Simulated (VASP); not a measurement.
Input of a VASP 6.6.1 run:

The input INCAR:

```
SYSTEM = W
PREC = Accurate
ENCUT = 520
EDIFF = 1E-7
ISMEAR = 0
SIGMA = 0.15
LREAL = .False.
LASPH = .True.
NELM = 80
ALGO = Fast
ISIF = 2
LWAVE = .False.
LCHARG = .False.
NBANDS = 13
```

File KPOINTS:

```
regular mesh
0
Gamma
  20 20 20
  0 0 0
```

File POSCAR:

```
W
1.0
    0.0000000000      2.1822500000      2.0300000000
    2.0300000000      0.0000000000      2.0300000000
    2.0300000000      2.1822500000      0.0000000000
W
1
Direct
    0.0000000000      0.0000000000      0.0000000000
```

Potentials or basis: VASP PAW LDA potentials, release 64 (W_sv).

Run with:

```bash
$ cat potpaw_LDA.64/W_sv/POTCAR > POTCAR
$ mpirun -np 1 vasp_std > vasp.out
```

Q: What does it give for the band gap on the k mesh?

A: Zero (band 7 reaches 12.32 eV, above the bottom of band 8 at 8.84 eV).

Q: Estimate the pressure.

A: -31.5 GPa.

Stress tensor (GPa, compression positive):
```
-35.07   0.00   0.00
  0.00 -24.27   0.00
  0.00   0.00 -35.07
```

Caveat: the cell differs from its parent crystal (strain +0.0750 x Voigt [0, 1, 0, 0, 0, 0]); spin-orbit coupling is left out, which moves the levels of the heavy elements.
